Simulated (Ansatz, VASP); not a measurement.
Two plane-wave programs on TiPt3

```
Ti Pt
1.0
     3.94783    0.00000    0.00000
     0.00000    3.94783    0.00000
     0.00000    0.00000    3.94783
Ti Pt
1 3
Cartesian
  0.0000 0.0000 0.0000
  0.0000 1.9739 1.9739
  1.9739 0.0000 1.9739
  1.9739 1.9739 0.0000
```

Alike in both runs: functional PBE; k mesh 6 × 6 × 6; no spin polarisation.

Ansatz relaxed the structure, and its values are those at the end. VASP's run is a single point on that final structure, the one shown.

|  | VASP | Ansatz |
| --- | --- | --- |
| version | VASP 6.6.1 | Ansatz 0.2.0 |
| potentials or method | VASP PAW PBE potentials, release 64 (Ti_sv, Pt), cutoff 520 eV | PAW plane waves |
| occupations | fermi-dirac, width 0.1 eV | fermi-dirac |
| valence electrons in the cell | 42 | 66 |

VASP gave:

```
gap on the k mesh at the Fermi level (eV) : none
pressure (GPa)                            : -0.4
```

Q: Which values does Ansatz return?

A: gap on the k mesh at the Fermi level (eV): none; pressure (GPa): 0.0.

A gap of «none» marks a metal or a gap that the smearing closes. VASP's potentials hold 42 valence electrons a cell and Ansatz's 66, so a difference there can come from the potentials and not from the codes.

Spin-orbit coupling is off throughout.
